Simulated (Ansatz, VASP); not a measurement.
One calculation of CoSi, two programs

INCAR

```
SYSTEM = CoSi
PREC = Accurate ; ENCUT = 520
EDIFF = 1E-6 ; ISMEAR = 0
SIGMA = 0.15 ; LREAL = .False.
LASPH = .True. ; NELM = 150
ALGO = Normal ; ISIF = 2
LWAVE = .False. ; LCHARG = .False.
ISPIN = 2 ; MAGMOM = 0.51 0
LORBIT = 11 ; LMAXMIX = 4
GGA = PS ; NBANDS = 18
```

KPOINTS

```
regular mesh
0
Gamma
  22 22 22
  0 0 0
```

File POSCAR:

```
CoSi
1.0
    2.7520624448      0.0000000000      0.0000000000
    0.0000000000      2.7520624448      0.0000000000
    0.0000000000      0.0000000000      2.7520624448
Co Si
1 1
Direct
   -0.0157341162     -0.0157341162     -0.0157341162
    0.5000000000      0.5000000000      0.5000000000
```

Input for Ansatz:

```yaml
crystal:
  lattice:
    - [2.7520624448, 0.0, 0.0]
    - [0.0, 2.7520624448, 0.0]
    - [0.0, 0.0, 2.7520624448]
  atoms:
    - { symbol: Co, position: [-0.0157341162, -0.0157341162, -0.0157341162], spin: 0.51 }
    - { symbol: Si, position: [0.5, 0.5, 0.5] }
basis:
  ecutwfc: 420
kpoints:
  mp_grid: { grid: [22, 22, 22] }
hamiltonian:
  xc: pbesol
scf:
  occupations: { method: gaussian, width: 0.15 }
output:
  forces: true
  stress: true
  eigenvalues: true
  populations: true
magnetization:
  spin_polarized: true
```

Change from the starting cell: all Co atoms moved +0.075 Å, as atom 1 towards its neighbour atom 2 (Si) at 2.383 Å.

Alike in both runs: task single point; functional PBEsol; k mesh 22 × 22 × 22; occupations gaussian, width 0.15 eV; collinear spin.

|  | VASP | Ansatz |
| --- | --- | --- |
| version | VASP 6.6.1 | Ansatz 0.2.0 |
| potentials or method | VASP PAW PBE potentials, release 64 (Co, Si), cutoff 520 eV | scalar-relativistic, plane waves, PAW |
| valence electrons in the cell | 13 | 21 |

Ansatz gave:

* gap on the k mesh at the Fermi level (eV): none
* pressure (GPa): 0.7
* traceless stress, the component that is largest in VASP (GPa): 0.55
* rms of the force components (eV/Å): 0.243
* net moment per atom (μB): 0.23
* size of the moment on the site where the two differ most (μB): 0.47

Q: Which values does VASP return?

A: gap on the k mesh at the Fermi level (eV): none; pressure (GPa): 0.9; traceless stress, the component that is largest in VASP (GPa): 0.56; rms of the force components (eV/Å): 0.250; net moment per atom (μB): 0.22; size of the moment on the site where the two differ most (μB): 0.44.

VASP's potentials were made for PBE, not for PBEsol. Site moments also hang on the region over which each program counts them. Atom by atom the forces differ by 0.006 eV/Å (rms over components). A gap of «none» marks a metal or a gap that the smearing closes. VASP's potentials hold 13 valence electrons a cell and Ansatz's 21, so a difference there can come from the potentials and not from the codes.
